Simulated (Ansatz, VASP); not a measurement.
As: VASP beside Ansatz

```
As
1.0
     3.57134    0.00000    0.00000
    -1.78567    3.09287    0.00000
     0.00000    0.00000   20.29528
As
4
Direct
  0.33333 0.66667 0.29059
  0.66667 0.33333 0.22173
  0.16667 0.33333 0.51664
  0.83333 0.66667 0.44777
```

Alike in both runs: task single point; functional PBE; dispersion D3(BJ); k mesh 9 × 9 × 1; occupations gaussian, width 0.05 eV; no spin polarisation.

```csv
,VASP,Ansatz
version,VASP 6.6.1,Ansatz 0.2.0
potentials or method,"VASP PAW PBE potentials, release 64 (As_d), cutoff 520 eV","scalar-relativistic, plane waves, PAW"
valence electrons in the cell,60,60
```

```tsv
	VASP	Ansatz	Ansatz less VASP
gap on the k mesh at the Fermi level (eV)	0.88	0.89	+0.010
least direct gap on the mesh (eV)	1.48	1.49	+0.011
rms of the force components (eV/Å)	0.017	0.014	-0.0025
```

Atom by atom the forces differ by 0.015 eV/Å (rms over components).
